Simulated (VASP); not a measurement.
A run of VASP 6.6.1 is set up as follows.

The input INCAR:

```
SYSTEM = SbPt
PREC = Accurate ; ENCUT = 520
EDIFF = 1E-6 ; ISMEAR = 0
SIGMA = 0.1 ; LREAL = .False.
LASPH = .True. ; NELM = 60
ALGO = Normal ; ISIF = 2
LWAVE = .False. ; LCHARG = .True.
GGA = PS ; LELF = .True.
LVHAR = .True. ; NBANDS = 23
```

Contents of KPOINTS:

```
Automatic mesh
0
Gamma
  12 12 10
  0 0 0
```

Contents of POSCAR:

```
SbPt
1.0
    4.1903810208      0.0000000000      0.0000000000
   -2.0951905104      3.6289764155      0.0000000000
    0.0000000000      0.0000000000      5.3864595183
Sb Pt
2 2
Direct
    0.3333333339      0.6666666661      0.2500000000
    0.6666666661      0.3333333339      0.7500000000
    0.0000000000      0.0000000000      0.0000000000
    0.0000000000      0.0000000000      0.5000000000
```

Potentials or basis: VASP PAW PBE potentials, release 64 (Sb, Pt).

The run is started by

```console
$ cat potpaw_PBE.64/Sb/POTCAR potpaw_PBE.64/Pt/POTCAR > POTCAR
$ mpirun -np 1 vasp_std > vasp.out
```

Question: Estimate the band gap on the k mesh.

Answer: Zero (band 15 reaches 12.14 eV, above the bottom of band 16 at 8.08 eV).

Question: Predict the pressure.

Answer: 0.9 GPa.

Stress tensor (GPa, compression positive):
```
-0.22  0.00  0.00
 0.00 -0.22  0.00
 0.00  0.00  3.18
```

Caveat: the cell differs from its parent crystal (uniaxial strain along c: -1.5 %, then relaxed in part); the PAW data sets were made with another functional, which shifts forces and pressure a little; spin-orbit coupling is left out, which moves the levels of the heavy elements.
